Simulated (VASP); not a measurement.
# AlN (P6_3mc) in VASP: notebook

The runs below take AlN through single point, with PBE, LDA.

Program: VASP 6.6.1. These are calculated values, not measurements. Logs are shortened: lines on timing, memory, paths and dates and some standing lists are left out, and cuts for length are marked.

## 1. The cell of the first run

It takes space group P6_3mc (No. 186, hexagonal). The conventional cell has a = 3.111 Å, b = 3.111 Å, c = 4.981 Å, α = 90.00°, β = 90.00°, γ = 120.00°. Within 2.5 Å of Al (site symmetry 3m) lie 4 N at 1.89 to 1.90 Å. N (site symmetry 3m) has 4 Al at 1.89 to 1.90 Å within 2.5 Å.

## 2. Single point, PBE

The input, INCAR:

```
SYSTEM = AlN
ALGO = Normal
EDIFF = 1E-6
ENCUT = 520
GGA = PE
ISIF = 2
ISMEAR = 0
LASPH = .TRUE.
LCHARG = .FALSE.
LREAL = .FALSE.
LWAVE = .FALSE.
NBANDS = 16
NELM = 60
PREC = Accurate
SIGMA = 0.05
```

The input, KPOINTS:

```
k-points
0
G
  8 8 5
  0 0 0
```

The input, POSCAR:

```
AlN
1.0
    3.1109999993      0.0000000000      0.0000000000
   -1.5554999997      2.6942050306      0.0000000000
    0.0000000000      0.0000000000      4.9810000000
Al N
2 2
Direct
    0.3333333333      0.6666666667      0.0000541313
    0.6666666667      0.3333333333      0.5000541313
    0.3333333333      0.6666666667      0.3819458687
    0.6666666667      0.3333333333      0.8819458687
```

Potentials or basis: VASP PAW PBE potentials, release 64 (Al, N).

The run is started by

```console
$ cat potpaw_PBE.64/Al/POTCAR potpaw_PBE.64/N/POTCAR > POTCAR
$ mpirun -np 1 vasp_std > vasp.out
```

OUTCAR:

```text
SYSTEM = AlN
   EDIFF = 1E-6
   ENCUT = 520
   GGA = PE
   ISIF = 2
   ISMEAR = 0
   LASPH = .TRUE.
   LREAL = .FALSE.
   NELM = 60
   PREC = Accurate

 ion  position               nearest neighbor table
   1  0.333  0.667  0.000-   4 1.89   4 1.89   4 1.89   3 1.90   2 3.07   2 3.07   2 3.07   2 3.07
                             2 3.07   2 3.07
   2  0.667  0.333  0.500-   3 1.89   3 1.89   3 1.89   4 1.90   1 3.07   1 3.07   1 3.07   1 3.07
                             1 3.07   1 3.07
   3  0.333  0.667  0.382-   2 1.89   2 1.89   2 1.89   1 1.90
   4  0.667  0.333  0.882-   1 1.89   1 1.89   1 1.89   2 1.90

  LATTYP: Found a hexagonal cell.
 ALAT       =     3.1109999993
 C/A-ratio  =     1.6010928965

  Lattice vectors:

 A1 = (   3.1109999993,   0.0000000000,   0.0000000000)
 A2 = (  -1.5554999997,   2.6942050306,   0.0000000000)
 A3 = (   0.0000000000,   0.0000000000,   4.9810000000)

Analysis of symmetry for initial positions (statically):
=====================================================================
 Subroutine PRICEL returns:
 Original cell was already a primitive cell.

 Routine SETGRP: Setting up the symmetry group for a
 hexagonal supercell.

 Subroutine GETGRP returns: Found 12 space group operations
 (whereof  6 operations were pure point group operations)
 out of a pool of 24 trial point group operations.

The static configuration has the point symmetry C_3v.
 The point group associated with its full space group is C_6v.

Analysis of symmetry for dynamics (positions and initial velocities):
=====================================================================
 Subroutine PRICEL returns:
 Original cell was already a primitive cell.

 Routine SETGRP: Setting up the symmetry group for a
 hexagonal supercell.

 Subroutine GETGRP returns: Found 12 space group operations
 (whereof  6 operations were pure point group operations)
 out of a pool of 24 trial point group operations.

The dynamic configuration has the point symmetry C_3v.
 The point group associated with its full space group is C_6v.

 Subroutine INISYM returns: Found 12 space group operations
 (whereof  6 operations are pure point group operations),
 and found     1 'primitive' translations

----------------------------------------------------------------------------------------

                                     Primitive cell

  volume of cell :      41.7491

  direct lattice vectors                    reciprocal lattice vectors
     3.110999999  0.000000000  0.000000000     0.321440052  0.185583500  0.000000000
    -1.555500000  2.694205031  0.000000000     0.000000000  0.371167001  0.000000000
     0.000000000  0.000000000  4.981000000     0.000000000  0.000000000  0.200762899

  length of vectors
     3.110999999  3.110999999  4.981000000     0.371167001  0.371167001  0.200762899

  position of ions in fractional coordinates (direct lattice)
     0.333333333  0.666666667  0.000054131
     0.666666667  0.333333333  0.500054131
     0.333333333  0.666666667  0.381945869
     0.666666667  0.333333333  0.881945869

  ion indices of the primitive-cell ions
   primitive index   ion index
                 1           1
                 2           2
                 3           3
                 4           4

----------------------------------------------------------------------------------------

 KPOINTS: k-points

Automatic generation of k-mesh.
 Grid dimensions read from file:
 generate k-points for:    8    8    5

 Generating k-lattice:

  Cartesian coordinates                     Fractional coordinates (reciprocal lattice)
     0.040180006  0.023197938  0.000000000     0.125000000  0.000000000  0.000000000
     0.000000000  0.046395875  0.000000000     0.000000000  0.125000000  0.000000000
     0.000000000  0.000000000  0.040152580     0.000000000  0.000000000  0.200000000

  Length of vectors
     0.046395875  0.046395875  0.040152580

  Shift w.r.t. Gamma in fractional coordinates (k-lattice)
     0.000000000  0.000000000  0.000000000

 Subroutine IBZKPT returns following result:
 ===========================================

 Found     30 irreducible k-points:

 Following reciprocal coordinates:
            Coordinates               Weight
  0.000000  0.000000  0.000000      1.000000
  0.125000 -0.000000  0.000000      6.000000
  0.250000 -0.000000  0.000000      6.000000
  0.375000 -0.000000  0.000000      6.000000
  0.500000 -0.000000  0.000000      3.000000
  0.125000  0.125000  0.000000      6.000000
[... 16 lines left out ...]
  0.250000 -0.000000  0.400000     12.000000
  0.375000 -0.000000  0.400000     12.000000
 [... further k-points ...]
   k-points           NKPTS =     30   k-points in BZ     NKDIM =     30   number of bands    NBANDS=     16
   number of dos      NEDOS =    301   number of ions     NIONS =      4
   total plane-waves  NPLWV =  23040
   dimension x,y,z NGX =    24 NGY =   24 NGZ =   40
   dimension x,y,z NGXF=    48 NGYF=   48 NGZF=   80
   ions per type =               2   2
   NGX,Y,Z   is equivalent  to a cutoff of  12.83, 12.83, 13.35 a.u.
   NGXF,Y,Z  is equivalent  to a cutoff of  25.65, 25.65, 26.70 a.u.
 SYSTEM =  AlN
   PREC   = accura    normal or accurate (medium, high low for compatibility)
   ISTART =      0    job   : 0-new  1-cont  2-samecut
   ICHARG =      2    charge: 1-file 2-atom 10-const
   ISPIN  =      1    spin polarized calculation?
   LNONCOLLINEAR =      F non collinear calculations
   LSORBIT =      F    spin-orbit coupling
   LASPH  =      T    aspherical Exc in radial PAW
   ENCUT  =  520.0 eV  38.22 Ry    6.18 a.u.   5.78  5.78  9.26*2*pi/ulx,y,z
   NELM   =     60;   NELMIN=  2; NELMDL= -5     # of ELM steps
   EDIFF  = 0.1E-05   stopping-criterion for ELM
   LREAL  =      F    real-space projection
   EDIFFG = 0.1E-04   stopping-criterion for IOM
   NSW    =      0    number of steps for IOM
   IBRION =     -1    ionic relax: 0-MD 1-quasi-New 2-CG
   NFREE  =      0    steps in history (QN), initial steepest desc. (CG)
   ISIF   =      2    stress and relaxation
   ISYM   =      2    0-nonsym 1-usesym 2-fastsym
   POTIM  = 0.5000    time-step for ionic-motion
   TEBEG  =    0.0;   TEEND  =   0.0 temperature during run
   PSTRESS=    0.0 pullay stress
   NELECT =      16.0000    total number of electrons
   NUPDOWN=      -1.0000    fix difference up-down
   EMIN   =  10.00;   EMAX   =-10.00  energy-range for DOS
   EFERMI =   0.00;   METHOD = LEGACY
   ISMEAR =     0;   SIGMA  =   0.05  broadening in eV -4-tet -1-fermi 0-gaus
   EFERMI_NEDOS =   21; number of points for ismear=-14 and -15
   IALGO  =     38    algorithm
   IMIX   =      4    mixing-type and parameters
     AMIX     =   0.40;   BMIX     =  1.00
     AMIX_MAG =   1.60;   BMIX_MAG =  1.00
  volume/ion in A,a.u.               =      10.44        70.43
  Fermi-wavevector in a.u.,A,eV,Ry     =   1.189138  2.247146 19.239322  1.414050
  Thomas-Fermi vector in A             =   2.325252
   LORBIT       =      0    0 simple, 1 ext, 2 COOP (PROOUT), +10 PAW based schemes
   GGA     = PE    functional components
   LHFCALC =     F    Hartree Fock is set to
   AEXX    =    0.0000 exact exchange contribution
   IVDW    =     0    specifies the selected vdW correction
   LEPSILON=     F    determine dielectric tensor
   LRPA    =     F    only Hartree local field effects (RPA)
 non-spin polarized calculation
 Gauss-broadening in eV      SIGMA  =   0.05
  energy-cutoff  :      520.00
  volume of cell :       41.75
 maximum number of plane-waves:      1138
 NGX is ok and might be reduce to    24
   NGX = 11   NGY = 11   NGZ = 19

 number of electron      15.9999997 magnetization

 Free energy of the ion-electron system (eV)
  ---------------------------------------------------
  ext. energy  EPLUGINS =         0.00000000
  ---------------------------------------------------
  free energy    TOTEN  =       -29.77128292 eV

  energy without entropy =      -29.77128292  energy(sigma->0) =      -29.77128292

 E-fermi :   6.3635     XC(G=0): -10.9124

 val. band max:        6.1621343571   @ k =   0.0000   0.0000   0.0000
 cond. band min:      10.3702837985   @ k =   0.0000   0.0000   0.0000
 fundamental gap:      4.2081494415
 Fermi energy:         6.3635459494

 k-point     1 :       0.0000    0.0000    0.0000
  band No.  band energies     occupation
      1      -9.0328      2.00000
      2      -6.8846      2.00000
      3       0.1642      2.00000
      4       5.2910      2.00000
      5       5.2910      2.00000
      6       5.9417      2.00000
[... 8 lines left out ...]
     15      19.2987      0.00000
     16      19.2987      0.00000

 k-point     2 :       0.1250   -0.0000    0.0000
  band No.  band energies     occupation
      1      -8.8352      2.00000
      2      -6.7746      2.00000
      3       0.4000      2.00000
      4       4.4229      2.00000
      5       5.0487      2.00000
      6       5.1199      2.00000
[... 8 lines left out ...]
     15      19.0055      0.00000
     16      19.2487      0.00000

 k-point     3 :       0.2500   -0.0000    0.0000
  band No.  band energies     occupation
      1      -8.2840      2.00000
      2      -6.5153      2.00000
      3       1.0777      2.00000
      4       2.7015      2.00000
      5       3.6934      2.00000
      6       4.5847      2.00000
[... 8 lines left out ...]
     15      18.2711      0.00000
     16      19.4468      0.00000

 k-point     4 :       0.3750   -0.0000    0.0000
  band No.  band energies     occupation
      1      -7.5388      2.00000
      2      -6.3288      2.00000
      3       1.2566      2.00000
      4       2.0693      2.00000
      5       2.4912      2.00000
      6       4.2063      2.00000
[... 8 lines left out ...]
     15      18.4236      0.00000
     16      21.0224      0.00000
[... 324 lines left out ...]
 k-point    22 :       0.1250   -0.0000    0.4000
  band No.  band energies     occupation
      1      -8.2641      2.00000
      2      -7.6536      2.00000
      3       2.0480      2.00000
      4       3.4658      2.00000
      5       4.8834      2.00000
      6       5.3123      2.00000
[... 8 lines left out ...]
     15      18.2186      0.00000
     16      18.3619      0.00000

 k-point    23 :       0.2500   -0.0000    0.4000
  band No.  band energies     occupation
      1      -7.7703      2.00000
      2      -7.2379      2.00000
      3       1.8042      2.00000
      4       2.4864      2.00000
      5       4.0576      2.00000
      6       4.9408      2.00000
[... 8 lines left out ...]
     15      18.6994      0.00000
     16      19.2498      0.00000

 k-point    24 :       0.3750   -0.0000    0.4000
  band No.  band energies     occupation
      1      -7.1469      2.00000
      2      -6.7725      2.00000
      3       0.9125      2.00000
      4       1.3104      2.00000
      5       4.1301      2.00000
      6       4.6098      2.00000
[... 8 lines left out ...]
     15      18.7835      0.00000
     16      19.9713      0.00000

 [... further k-points ...]
[... 5 lines left out ...]
  --------------------------------------------------------------------------------------
  -------------------------------------------------------------------------------------
  Total        0.9595708      0.9595708      0.9736971     -0.0000000      0.0000000      0.0000000
  in kB       36.8248023     36.8248023     37.3669169     -0.0000000      0.0000000      0.0000000
  external PRESSURE =      37.0055072 kB  Pullay stress =       0.0000000 kB

 VOLUME and BASIS-vectors are now :
 -----------------------------------------------------------------------------
  energy-cutoff  :      520.00
  volume of cell :       41.75
      direct lattice vectors                 reciprocal lattice vectors
     3.110999999  0.000000000  0.000000000     0.321440052  0.185583500  0.000000000
    -1.555500000  2.694205031  0.000000000     0.000000000  0.371167001  0.000000000
     0.000000000  0.000000000  4.981000000     0.000000000  0.000000000  0.200762899

 POSITION                                       TOTAL-FORCE (eV/Angst)
 -----------------------------------------------------------------------------------
     -0.00000      1.79614      0.00027         0.000000      0.000000      0.000635
      1.55550      0.89807      2.49077        -0.000000     -0.000000      0.000635
     -0.00000      1.79614      1.90247         0.000000      0.000000     -0.000635
      1.55550      0.89807      4.39297        -0.000000      0.000000     -0.000635
 -----------------------------------------------------------------------------------
    total drift:                               -0.000000      0.000000      0.000510

  FREE ENERGIE OF THE ION-ELECTRON SYSTEM (eV)
  ---------------------------------------------------
  free  energy   TOTEN  =       -29.7712829227 eV

  energy  without entropy=      -29.7712829227  energy(sigma->0) =      -29.77128292
```

Wall time 24 s (1 thread of AMD EPYC 7R13, shared host); peak memory 0.13 GiB.

What came out:

```
Free energy            : -29.7713 eV
Pressure               : 3.7 GPa
Band gap on the k mesh : 4.21 eV, direct
```

PBE gaps usually lie below the measured ones, often by a third to a half.

## 3. Single point, PBE

The input, INCAR:

```
SYSTEM = AlN
ALGO = Normal ; EDIFF = 1E-6
ENCUT = 520 ; GGA = PE
ISIF = 2 ; ISMEAR = 0
LASPH = .True. ; LCHARG = .False.
LREAL = .False. ; LWAVE = .False.
NBANDS = 16 ; NELM = 100
PREC = Accurate ; SIGMA = 0.03
```

The input, KPOINTS:

```
k-points
0
Gamma
  8 8 5
  0 0 0
```

POSCAR is that of step 2.

Potentials or basis: VASP PAW PBE potentials, release 64 (Al, N).

The run is started by

```console
$ cat potpaw_PBE.64/Al/POTCAR potpaw_PBE.64/N/POTCAR > POTCAR
$ mpirun -np 1 vasp_std > vasp.out
```

Wall time 29 s (1 thread of AMD EPYC 7R13, shared host); peak memory 0.13 GiB.

Results (log left out):

```yaml
Free_energy: -29.7713 eV
Pressure: 3.7 GPa
Band_gap_on_the_k_mesh: 4.21 eV, direct
```

Levels at points of the mesh, in eV from the valence-band top:
```csv
k point,band 4,band 5,band 6,band 7,band 8,band 9,band 10,band 11,band 12,band 13
"(0.00, 0.00, 0.00)",-0.87,-0.87,-0.22,-0.22,0.00,4.21,6.66,10.62,11.15,11.15
"(0.50, 0.00, 0.00)",-4.17,-3.35,-2.10,-1.78,-0.70,5.81,5.81,8.18,10.28,10.91
```

Expect the measured gap to be larger: semilocal functionals such as PBE lack the derivative discontinuity.

## 4. Single point, LDA

The input, INCAR:

```
SYSTEM = AlN
PREC = Accurate
ENCUT = 520
EDIFF = 1E-6
ISMEAR = 0
SIGMA = 0.05
LREAL = .False.
LASPH = .True.
NELM = 80
ALGO = Normal
ISIF = 2
LWAVE = .False.
LCHARG = .False.
NBANDS = 16
```

The input, KPOINTS:

```
regular mesh
0
Gamma
  8 8 5
  0 0 0
```

The input, POSCAR:

```
AlN
1.0
    3.1109999993      0.0000000000      0.0000000000
   -1.5554999997      2.6942050306      0.0000000000
    0.0000000000      0.0000000000      4.9810000000
Al N
2 2
Direct
    0.3333333333      0.6666666667      0.0001213096
    0.6666666667      0.3333333333      0.5001213096
    0.3333333333      0.6666666667      0.3818786904
    0.6666666667      0.3333333333      0.8818786904
```

Potentials or basis: VASP PAW LDA potentials, release 64 (Al, N).

The run is started by

```console
$ cat potpaw_LDA.64/Al/POTCAR potpaw_LDA.64/N/POTCAR > POTCAR
$ mpirun -np 1 vasp_std > vasp.out
```

It took 28 s on 1 thread of AMD EPYC 7R13, shared host; peak memory 0.11 GiB.

It converged, with:

* Free energy: -32.8321 eV
* Pressure: -3.9 GPa
* Band gap on the k mesh: 4.23 eV, direct

Stress tensor (GPa, compression positive):
```
-3.99  0.00  0.00
 0.00 -3.99  0.00
 0.00  0.00 -3.72
```

Levels at points of the mesh, in eV from the valence-band top:
```
           k point  band 4  band 5  band 6  band 7  band 8  band 9  band 10  band 11  band 12  band 13
(0.00, 0.00, 0.00)   -0.87   -0.87   -0.22   -0.22    0.00    4.23     6.55    10.48    10.95    10.95
(0.50, 0.00, 0.00)   -4.20   -3.38   -2.11   -1.81   -0.70    5.66     5.68     8.08    10.14    10.73
```

As with any semilocal functional, this LDA gap is likely too small.

## 5. Single point, LDA

The input, INCAR:

```
SYSTEM = AlN
PREC = Accurate
ENCUT = 520
EDIFF = 1E-7
ISMEAR = 0
SIGMA = 0.03
LREAL = .FALSE.
LASPH = .TRUE.
NELM = 100
ALGO = Normal
ISIF = 2
LWAVE = .FALSE.
LCHARG = .TRUE.
LELF = .TRUE.
LVHAR = .TRUE.
NBANDS = 16
```

The input, KPOINTS:

```
Automatic mesh
0
G
  8 8 5
  0 0 0
```

POSCAR is that of step 4.

The run is started by

```console
$ cat potpaw_LDA.64/Al/POTCAR potpaw_LDA.64/N/POTCAR > POTCAR
$ mpirun -np 1 vasp_std > vasp.out
```

Wall time 35 s (1 thread of AMD EPYC 7R13, shared host); peak memory 0.11 GiB.

Results (log left out):

| Item | Value |
| --- | --- |
| Free energy | -32.8321 eV |
| Pressure | -3.9 GPa |
| Band gap on the k mesh | 4.23 eV, direct |

Stress tensor (GPa, compression positive):
```
-3.96  0.00  0.00
 0.00 -3.96  0.00
 0.00  0.00 -3.69
```

Levels at points of the mesh, in eV from the valence-band top:
```csv
k point,band 5,band 6,band 7,band 8,band 9,band 10,band 11,band 12
"(0.00, 0.00, 0.00)",-0.87,-0.22,-0.22,0.00,4.23,6.55,10.48,10.95
"(0.50, 0.00, 0.00)",-3.38,-2.11,-1.81,-0.70,5.66,5.68,8.08,10.14
```

## 6. The runs side by side

| level | potentials or basis | smearing | gap on the mesh (eV) | pressure (GPa) |
| --- | --- | --- | --- | --- |
| PBE | VASP PAW PBE potentials, release 64 (Al, N) | gaussian 0.05 eV | 4.21 | 3.7 |
| PBE | VASP PAW PBE potentials, release 64 (Al, N) | gaussian 0.03 eV | 4.21 | 3.7 |
| LDA | VASP PAW LDA potentials, release 64 (Al, N) | gaussian 0.05 eV | 4.23 | -3.9 |
| LDA | VASP PAW LDA potentials, release 64 (Al, N) | gaussian 0.03 eV | 4.23 | -3.9 |

Alike in all rows: task single point; no spin polarisation; cell as given; k mesh 8 × 8 × 5; cutoff (eV) 520.

Total energies depend on the potentials used, so only differences within one code and one set of settings carry meaning.
